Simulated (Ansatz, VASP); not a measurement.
## One calculation of Ga, two programs

```
Ga
1.0
     2.80800    0.00000    0.00000
     0.00000    4.45800    0.00000
     0.00000    0.00000   24.82800
Ga
8
Direct
  0.50000 0.50000 0.30208
  0.00000 0.00000 0.35863
  0.50000 0.50000 0.41518
  0.00000 0.00000 0.47173
  0.50000 0.50000 0.52827
  0.00000 0.00000 0.58482
  0.50000 0.50000 0.64137
  0.00000 0.00000 0.69792
```

Alike in both runs: functional PBEsol; k mesh 9 × 6 × 1; occupations fermi-dirac, width 0.05 eV; no spin polarisation.

```csv
,VASP,Ansatz
version,VASP 6.6.1,Ansatz 0.2.0
potentials or method,"VASP PAW PBE potentials, release 64 (Ga_d)",Ansatz PAW
plane-wave cutoff (eV),520,420
valence electrons in the cell,104,104
task,single point,band structure
```

```tsv
	VASP	Ansatz	Ansatz less VASP
gap on the k mesh at the Fermi level (eV)	none	none	-
rms of the force components (eV/Å)	0.080	0.080	-0.0003
```

VASP's potentials were made for PBE, not for PBEsol. Atom by atom the forces differ by 0.002 eV/Å (rms over components). A gap of «none» marks a metal or a gap that the smearing closes. The functional is the same, so the differences come from potentials, cutoffs and numerics.
